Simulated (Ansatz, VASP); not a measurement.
# GaSi: VASP beside Ansatz

```xyz
4
Lattice="1.9197 -5.1812 0.0000 1.9197 5.1812 0.0000 0.0000 0.0000 3.5681" Properties=species:S:1:pos:R:3 pbc="T T T"
Ga    1.9197   -3.5368    0.8920
Ga    1.9197    3.5368    2.6761
Si    1.9197   -0.8471    0.8920
Si    1.9197    0.8471    2.6761
```

Alike in both runs: functional PBE; k mesh 14 × 14 × 14; occupations gaussian, width 0.1 eV; no spin polarisation.

Ansatz relaxed the structure, and its values are those at the end. VASP's run is a single point on that final structure, the one shown.

```csv
,VASP,Ansatz
version,VASP 6.6.1,Ansatz 0.2.0
potentials or method,"VASP PAW PBE potentials, release 64 (Ga_d, Si), cutoff 520 eV","scalar-relativistic, plane waves, PAW"
valence electrons in the cell,34,34
```

|  | VASP | Ansatz | Ansatz less VASP |
| --- | --- | --- | --- |
| gap on the k mesh at the Fermi level (eV) | none | none | - |
| pressure (GPa) | 0.1 | 0.0 | -0.06 |
| rms of the force components (eV/Å) | 0.003 | 0.000 | -0.0030 |

A gap of «none» marks a metal or a gap that the smearing closes. With one functional, cell and mesh, what is left measures potentials, basis and numerics.
